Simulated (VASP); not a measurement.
# Ga2Sb2CO in VASP: further runs

Runs on Ga2Sb2CO. Level: PBE+D3(BJ). Tasks: single point.

Program: VASP 6.6.1. These are calculated values, not measurements. Logs are shortened: lines on timing, memory, paths and dates and some standing lists are left out, and cuts for length are marked.

### Step 1. The cell of the first run

The cell holds a slab with vacuum, 6 atoms: a = 4.334 Å, b = 4.334 Å, c = 23.620 Å, α = 90.00°, β = 90.00°, γ = 120.00°.

### Step 2. Single point, PBE+D3(BJ)

Contents of INCAR:

```
SYSTEM = Ga2Sb2CO
ALGO = Normal ; DIPOL = 0.5 0.5 0.348
EDIFF = 1E-6 ; ENCUT = 520
GGA = PE ; IDIPOL = 3
ISIF = 2 ; ISMEAR = 0
IVDW = 12 ; LASPH = .True.
LCHARG = .True. ; LDIPOL = .True.
LELF = .True. ; LREAL = .False.
LVACPOTAV = .True. ; LVHAR = .True.
LWAVE = .False. ; NBANDS = 32
NELM = 80 ; PREC = Accurate
SIGMA = 0.1
```

Contents of KPOINTS:

```
k-points
0
Gamma
  6 6 1
  0 0 0
```

Contents of POSCAR:

```
Ga2Sb2CO
1.0
    4.3343814647      0.0000000000      0.0000000000
   -2.1671907324      3.7536844581      0.0000000000
    0.0000000000      0.0000000000     23.6197422994
Sb Ga O C
2 2 1 1
Direct
    0.0000000000      0.0000000000      0.1693498578
    0.3333333333      0.6666666667      0.3259656336
    0.3333333333      0.6666666667      0.2068080104
    0.6666666667      0.3333333333      0.3585874135
    0.6666666667      0.5555555556      0.4898335533
    0.6666666667      0.5555555556      0.5385216375
```

Potentials or basis: VASP PAW PBE potentials, release 64 (Sb, Ga_d, O, C).

Command:

```console
$ cat potpaw_PBE.64/Sb/POTCAR potpaw_PBE.64/Ga_d/POTCAR potpaw_PBE.64/O/POTCAR potpaw_PBE.64/C/POTCAR > POTCAR
$ mpirun -np 1 vasp_std > vasp.out
```

OUTCAR:

```text
SYSTEM = Ga2Sb2CO
   EDIFF = 1E-6
   ENCUT = 520
   GGA = PE
   ISIF = 2
   ISMEAR = 0
   IVDW = 12
   LASPH = .True.
   LREAL = .False.
   NELM = 80
   PREC = Accurate
 IVDW          = 12

 ion  position               nearest neighbor table
   1  0.000  0.000  0.169-   3 2.65   3 2.65   3 2.65
   2  0.333  0.667  0.326-   4 2.62   4 2.62   4 2.62   3 2.81
   3  0.333  0.667  0.207-   1 2.65   1 2.65   1 2.65   2 2.81
   4  0.667  0.333  0.359-   2 2.62   2 2.62   2 2.62
   5  0.667  0.556  0.490-   6 1.15
   6  0.667  0.556  0.539-   5 1.15

  LATTYP: Found a hexagonal cell.
 ALAT       =     4.3343814647
 C/A-ratio  =     5.4493916818

  Lattice vectors:

 A1 = (   4.3343814647,   0.0000000000,   0.0000000000)
 A2 = (  -2.1671907324,   3.7536844581,   0.0000000000)
 A3 = (   0.0000000000,   0.0000000000,  23.6197422994)

Analysis of symmetry for initial positions (statically):
=====================================================================
 Subroutine PRICEL returns:
 Original cell was already a primitive cell.

 Routine SETGRP: Setting up the symmetry group for a
 hexagonal supercell.

 Subroutine GETGRP returns: Found  1 space group operations
 (whereof  1 operations were pure point group operations)
 out of a pool of 24 trial point group operations.

The static configuration has the point symmetry C_1 .

Analysis of symmetry for dynamics (positions and initial velocities):
=====================================================================
 Subroutine PRICEL returns:
 Original cell was already a primitive cell.

 Routine SETGRP: Setting up the symmetry group for a
 hexagonal supercell.

 Subroutine GETGRP returns: Found  1 space group operations
 (whereof  1 operations were pure point group operations)
 out of a pool of 24 trial point group operations.

The dynamic configuration has the point symmetry C_1 .

 Subroutine INISYM returns: Found  1 space group operations
 (whereof  1 operations are pure point group operations),
 and found     1 'primitive' translations

----------------------------------------------------------------------------------------

                                     Primitive cell

  volume of cell :     384.2909

  direct lattice vectors                    reciprocal lattice vectors
     4.334381465  0.000000000  0.000000000     0.230713427  0.133202459  0.000000000
    -2.167190732  3.753684458  0.000000000     0.000000000  0.266404918  0.000000000
     0.000000000  0.000000000 23.619742299     0.000000000  0.000000000  0.042337464

  length of vectors
     4.334381465  4.334381465 23.619742299     0.266404918  0.266404918  0.042337464

  position of ions in fractional coordinates (direct lattice)
     0.000000000  0.000000000  0.169349858
     0.333333333  0.666666667  0.325965634
     0.333333333  0.666666667  0.206808010
     0.666666667  0.333333333  0.358587413
     0.666666667  0.555555556  0.489833553
     0.666666667  0.555555556  0.538521637

  ion indices of the primitive-cell ions
   primitive index   ion index
                 1           1
                 2           2
                 3           3
                 4           4
                 5           5
                 6           6

----------------------------------------------------------------------------------------

 KPOINTS: k-points

Automatic generation of k-mesh.
 Grid dimensions read from file:
 generate k-points for:    6    6    1

 Generating k-lattice:

  Cartesian coordinates                     Fractional coordinates (reciprocal lattice)
     0.038452238  0.022200410  0.000000000     0.166666667  0.000000000  0.000000000
     0.000000000  0.044400820  0.000000000     0.000000000  0.166666667  0.000000000
     0.000000000  0.000000000  0.042337464     0.000000000  0.000000000  1.000000000

  Length of vectors
     0.044400820  0.044400820  0.042337464

  Shift w.r.t. Gamma in fractional coordinates (k-lattice)
     0.000000000  0.000000000  0.000000000

 Subroutine IBZKPT returns following result:
 ===========================================

 Found     20 irreducible k-points:

 Following reciprocal coordinates:
            Coordinates               Weight
  0.000000  0.000000  0.000000      1.000000
  0.166667  0.000000  0.000000      2.000000
  0.000000  0.166667  0.000000      2.000000
 -0.166667  0.166667  0.000000      2.000000
  0.333333  0.000000  0.000000      2.000000
  0.000000  0.333333  0.000000      2.000000
[... 12 lines left out ...]
  0.500000 -0.166667  0.000000      2.000000
  0.333333  0.333333  0.000000      2.000000
   k-points           NKPTS =     20   k-points in BZ     NKDIM =     20   number of bands    NBANDS=     32
   number of dos      NEDOS =    301   number of ions     NIONS =      6
   total plane-waves  NPLWV = 184320
   dimension x,y,z NGX =    32 NGY =   32 NGZ =  180
   dimension x,y,z NGXF=    64 NGYF=   64 NGZF=  360
   ions per type =               2   2   1   1
   NGX,Y,Z   is equivalent  to a cutoff of  12.27, 12.27, 12.67 a.u.
   NGXF,Y,Z  is equivalent  to a cutoff of  24.55, 24.55, 25.34 a.u.
 SYSTEM =  Ga2Sb2CO
   PREC   = accura    normal or accurate (medium, high low for compatibility)
   ISTART =      0    job   : 0-new  1-cont  2-samecut
   ICHARG =      2    charge: 1-file 2-atom 10-const
   ISPIN  =      1    spin polarized calculation?
   LNONCOLLINEAR =      F non collinear calculations
   LSORBIT =      F    spin-orbit coupling
   LASPH  =      T    aspherical Exc in radial PAW
   ENCUT  =  520.0 eV  38.22 Ry    6.18 a.u.   8.06  8.06 43.92*2*pi/ulx,y,z
   NELM   =     80;   NELMIN=  2; NELMDL= -5     # of ELM steps
   EDIFF  = 0.1E-05   stopping-criterion for ELM
   LREAL  =      F    real-space projection
   EDIFFG = 0.1E-04   stopping-criterion for IOM
   NSW    =      0    number of steps for IOM
   IBRION =     -1    ionic relax: 0-MD 1-quasi-New 2-CG
   NFREE  =      0    steps in history (QN), initial steepest desc. (CG)
   ISIF   =      2    stress and relaxation
   ISYM   =      2    0-nonsym 1-usesym 2-fastsym
   POTIM  = 0.5000    time-step for ionic-motion
   TEBEG  =    0.0;   TEEND  =   0.0 temperature during run
   PSTRESS=    0.0 pullay stress
   NELECT =      46.0000    total number of electrons
   NUPDOWN=      -1.0000    fix difference up-down
   EMIN   =  10.00;   EMAX   =-10.00  energy-range for DOS
   EFERMI =   0.00;   METHOD = LEGACY
   ISMEAR =     0;   SIGMA  =   0.10  broadening in eV -4-tet -1-fermi 0-gaus
   EFERMI_NEDOS =   21; number of points for ismear=-14 and -15
   IALGO  =     38    algorithm
   IMIX   =      4    mixing-type and parameters
     AMIX     =   0.40;   BMIX     =  1.00
     AMIX_MAG =   1.60;   BMIX_MAG =  1.00
  volume/ion in A,a.u.               =      64.05       432.22
  Fermi-wavevector in a.u.,A,eV,Ry     =   0.806815  1.524660  8.856724  0.650951
  Thomas-Fermi vector in A             =   1.915318
   LORBIT       =      0    0 simple, 1 ext, 2 COOP (PROOUT), +10 PAW based schemes
   GGA     = PE    functional components
   LHFCALC =     F    Hartree Fock is set to
   AEXX    =    0.0000 exact exchange contribution
   IVDW    =    12    specifies the selected vdW correction
   LEPSILON=     F    determine dielectric tensor
   LRPA    =     F    only Hartree local field effects (RPA)
 non-spin polarized calculation
 Gauss-broadening in eV      SIGMA  =   0.10
  energy-cutoff  :      520.00
  volume of cell :      384.29
 maximum number of plane-waves:     10378
   NGX = 17   NGY = 17   NGZ = 87

 dipolmoment           0.000000      0.000000      0.000048 electrons x Angstroem

 number of electron      46.0000006 magnetization

 dipolmoment           0.000000      0.000000     -0.117762 electrons x Angstroem

 Free energy of the ion-electron system (eV)
  ---------------------------------------------------
  ext. energy  EPLUGINS =         0.00000000
  ---------------------------------------------------
  free energy    TOTEN  =       -28.23390058 eV

  energy without entropy =      -28.22711295  energy(sigma->0) =      -28.23050676

 E-fermi :  -0.8893     XC(G=0):  -4.1099

 val. band max:       -0.9078868573   @ k =   0.0000   0.0000   0.0000
 cond. band min:      -0.8590569146   @ k =   0.3333   0.3333   0.0000
 fundamental gap:      0.0488299427
 Fermi energy:        -0.8893346994

 k-point     1 :       0.0000    0.0000    0.0000
  band No.  band energies     occupation
      1     -27.0066      2.00000
      2     -16.4871      2.00000
      3     -16.4404      2.00000
      4     -16.4382      2.00000
      5     -16.3762      2.00000
      6     -16.3744      2.00000
[... 24 lines left out ...]
     31       2.3474      0.00000
     32       2.7535      0.00000

 k-point     2 :       0.1667    0.0000    0.0000
  band No.  band energies     occupation
      1     -27.0049      2.00000
      2     -16.4833      2.00000
      3     -16.4439      2.00000
      4     -16.4392      2.00000
      5     -16.3777      2.00000
      6     -16.3710      2.00000
[... 24 lines left out ...]
     31       2.8881      0.00000
     32       3.0124      0.00000

 k-point     3 :       0.0000    0.1667    0.0000
  band No.  band energies     occupation
      1     -27.0049      2.00000
      2     -16.4834      2.00000
      3     -16.4446      2.00000
      4     -16.4385      2.00000
      5     -16.3770      2.00000
      6     -16.3717      2.00000
[... 24 lines left out ...]
     31       2.9021      0.00000
     32       2.9660      0.00000

 k-point     4 :      -0.1667    0.1667    0.0000
  band No.  band energies     occupation
      1     -27.0049      2.00000
      2     -16.4832      2.00000
      3     -16.4429      2.00000
      4     -16.4402      2.00000
      5     -16.3785      2.00000
      6     -16.3703      2.00000
[... 514 lines left out ...]
     31       3.9660      0.00000
     32       4.1492      0.00000

 k-point    19 :       0.5000   -0.1667    0.0000
  band No.  band energies     occupation
      1     -26.9997      2.00000
      2     -16.4706      2.00000
      3     -16.4562      2.00000
      4     -16.4415      2.00000
      5     -16.3839      2.00000
      6     -16.3595      2.00000
[... 24 lines left out ...]
     31       3.7801      0.00000
     32       4.1625      0.00000

 k-point    20 :       0.3333    0.3333    0.0000
  band No.  band energies     occupation
      1     -26.9987      2.00000
      2     -16.4652      2.00000
      3     -16.4605      2.00000
      4     -16.4426      2.00000
      5     -16.3837      2.00000
      6     -16.3592      2.00000
[... 24 lines left out ...]
     31       4.3852      0.00000
     32       4.6036      0.00000

------------------------ aborting loop because EDIFF is reached ----------------------------------------

 Edisp (eV)   -0.99958

 E8    (eV) :    -0.4647

  FORCE on cell =-STRESS in cart. coord.  units (eV):
  Direction    XX          YY          ZZ          XY          YZ          ZX
  --------------------------------------------------------------------------------------
  -------------------------------------------------------------------------------------
  Total      -0.01970    -0.00163    -0.80237    -0.01294     0.05109     0.01274
  in kB      -0.08215    -0.00680    -3.34524    -0.05394     0.21301     0.05313
  external pressure =       -1.14 kB  Pullay stress =        0.00 kB

 VOLUME and BASIS-vectors are now :
 -----------------------------------------------------------------------------
  energy-cutoff  :      520.00
  volume of cell :      384.29
      direct lattice vectors                 reciprocal lattice vectors
     4.334381465  0.000000000  0.000000000     0.230713427  0.133202459  0.000000000
    -2.167190732  3.753684458  0.000000000     0.000000000  0.266404918  0.000000000
     0.000000000  0.000000000 23.619742299     0.000000000  0.000000000  0.042337464

 POSITION                                       TOTAL-FORCE (eV/Angst)
 -----------------------------------------------------------------------------------
      0.00000      0.00000      4.00000        -0.005223      0.003007      0.163736
     -0.00000      2.50246      7.69922         0.001189     -0.007647     -0.016979
     -0.00000      2.50246      4.88475         0.000508     -0.000068     -0.143786
      2.16719      1.25123      8.46974         0.006517     -0.018210     -0.063947
      1.68559      2.08538     11.56974        -0.004561      0.033284      0.701502
      1.68559      2.08538     12.71974         0.001570     -0.010366     -0.640526
 -----------------------------------------------------------------------------------
    total drift:                               -0.000045      0.000374     -0.000788

  FREE ENERGIE OF THE ION-ELECTRON SYSTEM (eV)
  ---------------------------------------------------
  free  energy   TOTEN  =       -29.2334767943 eV

  energy  without entropy=      -29.2266891729  energy(sigma->0) =      -29.23008298

 vacuum level on the upper side and lower side of the slab         2.684         3.995
```

It took 4.5 min on 1 thread of Intel Xeon Platinum 8488C (Sapphire Rapids), shared host; peak memory 0.61 GiB.

What came out:

| Item | Value |
| --- | --- |
| Free energy | -29.2335 eV |
| Largest force | 0.702 eV/Å |
| Band gap on the k mesh | 0.05 eV (least direct gap 0.11 eV) |
| Dispersion energy per atom | -0.167 eV |

Forces on the atoms (eV/Å):
```
Sb  -0.005  0.003  0.164
Sb   0.001 -0.008 -0.017
Ga   0.001  0.000 -0.144
Ga   0.007 -0.018 -0.064
O   -0.005  0.033  0.702
C    0.002 -0.010 -0.641
```

Levels at points of the mesh, in eV from the valence-band top:
```
           k point  band 20  band 21  band 22  band 23  band 24  band 25  band 26  band 27
(0.00, 0.00, 0.00)    -1.16    -1.15     0.00     0.00     0.11     0.89     1.23     1.23
(0.50, 0.00, 0.00)    -2.55    -2.49    -1.30    -1.19     0.40     0.46     1.10     1.17
(0.00, 0.50, 0.00)    -2.53    -2.50    -1.30    -1.19     0.30     0.55     1.09     1.16
(0.50, 0.50, 0.00)    -2.55    -2.50    -1.30    -1.20     0.36     0.53     1.10     1.16
```

Caveat: spin-orbit coupling is left out, which moves the levels of the heavy elements.

(Part 1 of 2 ends here.)
